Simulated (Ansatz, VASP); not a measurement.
HC6 in VASP and in Ansatz

The input INCAR:

```
SYSTEM = HC6
  PREC = Accurate
  ENCUT = 520
  EDIFF = 1E-6
  ISMEAR = 0
  SIGMA = 0.1
  LREAL = .False.
  LASPH = .True.
  NELM = 60
  ALGO = Normal
  ISIF = 2
  LWAVE = .False.
  LCHARG = .False.
  LDIPOL = .True.
  IDIPOL = 3
  DIPOL = 0.5 0.5 0.312
  NBANDS = 38
```

Contents of KPOINTS:

```
regular mesh
0
Gamma
  6 3 1
  0 0 0
```

Contents of POSCAR:

```
HC6
1.0
    4.8895256614      0.0000000000      0.0000000000
   -1.2223814153      8.7849592876      0.0000000000
    0.0000000000      0.0000000000     22.7474729025
C H
12 2
Direct
    0.0193612757      0.0774451030      0.1758437088
    0.5193612758      0.0774451030      0.1758437088
    0.2742015947      0.0968063788      0.2059542860
    0.7742015947      0.0968063788      0.2059542860
    0.2838822326      0.1355289303      0.2661754406
    0.7838822326      0.1355289303      0.2661754406
    0.0386279421      0.1545151615      0.2955067254
    0.5386279421      0.1545151615      0.2955067254
    0.0488684834      0.1954807970      0.3583587359
    0.5488684834      0.1954807970      0.3583587359
    0.3031723044      0.2126952264      0.3845470194
    0.8031723044      0.2126952264      0.3845470194
    0.0488684834      0.1588387656      0.4988454300
    0.0488684834      0.2321228284      0.4988454300
```

Input for Ansatz:

```yaml
crystal:
  lattice:
    - [4.8895256614, 0.0, 0.0]
    - [-1.2223814153, 8.7849592876, 0.0]
    - [0.0, 0.0, 22.7474729025]
  atoms:
    - { symbol: C, position: [0.0193612757, 0.077445103, 0.1758437088] }
    - { symbol: C, position: [0.5193612758, 0.077445103, 0.1758437088] }
    - { symbol: C, position: [0.2742015947, 0.0968063788, 0.205954286] }
    - { symbol: C, position: [0.7742015947, 0.0968063788, 0.205954286] }
    - { symbol: C, position: [0.2838822326, 0.1355289303, 0.2661754406] }
    - { symbol: C, position: [0.7838822326, 0.1355289303, 0.2661754406] }
    - { symbol: C, position: [0.0386279421, 0.1545151615, 0.2955067254] }
    - { symbol: C, position: [0.5386279421, 0.1545151615, 0.2955067254] }
    - { symbol: C, position: [0.0488684834, 0.195480797, 0.3583587359] }
    - { symbol: C, position: [0.5488684834, 0.195480797, 0.3583587359] }
    - { symbol: C, position: [0.3031723044, 0.2126952264, 0.3845470194] }
    - { symbol: C, position: [0.8031723044, 0.2126952264, 0.3845470194] }
    - { symbol: H, position: [0.0488684834, 0.1588387656, 0.49884543] }
    - { symbol: H, position: [0.0488684834, 0.2321228284, 0.49884543] }
basis:
  ecutwfc: 420
kpoints:
  mp_grid: { grid: [6, 3, 1] }
hamiltonian:
  xc: lda
scf:
  occupations: { method: gaussian, width: 0.1 }
output:
  forces: true
  eigenvalues: true
efield:
  axis: 3
  dipole_correction: true
  ramp_width: 0.04
```

Alike in both runs: task single point; functional LDA; k mesh 6 × 3 × 1; occupations gaussian, width 0.1 eV; no spin polarisation.

```csv
,VASP,Ansatz
version,VASP 6.6.1,Ansatz 0.2.0
potentials or method,"VASP PAW LDA potentials, release 64 (C, H), cutoff 520 eV","scalar-relativistic, plane waves, PAW"
valence electrons in the cell,50,50
```

|  | VASP | Ansatz | Ansatz less VASP |
| --- | --- | --- | --- |
| gap on the k mesh at the Fermi level (eV) | 0.07 | 0.07 | -0.001 |
| least direct gap on the mesh (eV) | 0.07 | 0.07 | -0.001 |
| rms of the force components (eV/Å) | 1.523 | 1.518 | -0.0046 |

LDA's correlation is that of Perdew and Zunger in VASP and of Perdew and Wang (1992) in Ansatz. Atom by atom the forces differ by 0.023 eV/Å (rms over components).
